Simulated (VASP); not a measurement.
The system is MnF2.

```xyz
3
Lattice="3.3743 0.0000 0.0000 -1.6872 2.9222 0.0000 0.0000 0.0000 4.9576" Properties=species:S:1:pos:R:3 pbc="T T T"
Mn    0.0000    0.0000    0.0000
F     0.0000    1.9482    0.9631
F     1.6872    0.9741    3.9945
```

Base run:

| Quantity | Value |
| --- | --- |
| Program | VASP 6.6.1 |
| Functional | PBE |
| Potentials or basis | VASP PAW PBE potentials, release 64 (Mn_pv, F) |
| Cutoff | 600 eV |
| k mesh | 8 × 8 × 6 |
| Occupations | gaussian, width 0.05 eV |
| Spin | collinear spin, ferromagnetic start |
| Starting moments | [5.0, 0.0, 0.0] μB |
| Hubbard terms | Mn d U = 3.9 eV |

Its results: band gap on the k mesh 3.10 eV, indirect (least direct gap 3.12 eV); pressure -0.8 GPa; net moment 5.00 μB per cell; site moments Mn +4.68; F +0.05 μB; largest force 0.040 eV/Å.

The run is repeated on the same cell with these changes: dispersion from none to D3(BJ). What comes out?

Band gap on the k mesh 3.10 eV, indirect (least direct gap 3.12 eV); pressure -2.0 GPa; net moment 5.00 μB per cell; site moments Mn +4.68; F +0.05 μB; largest force 0.035 eV/Å.

Dispersion adds attraction, which lowers the pressure at fixed volume and, as a term added to the energy, leaves the levels alone.

Caveats: a cell with one magnetic atom can't hold antiferromagnetic order, which such compounds often take.

A k mesh can miss the band edges.
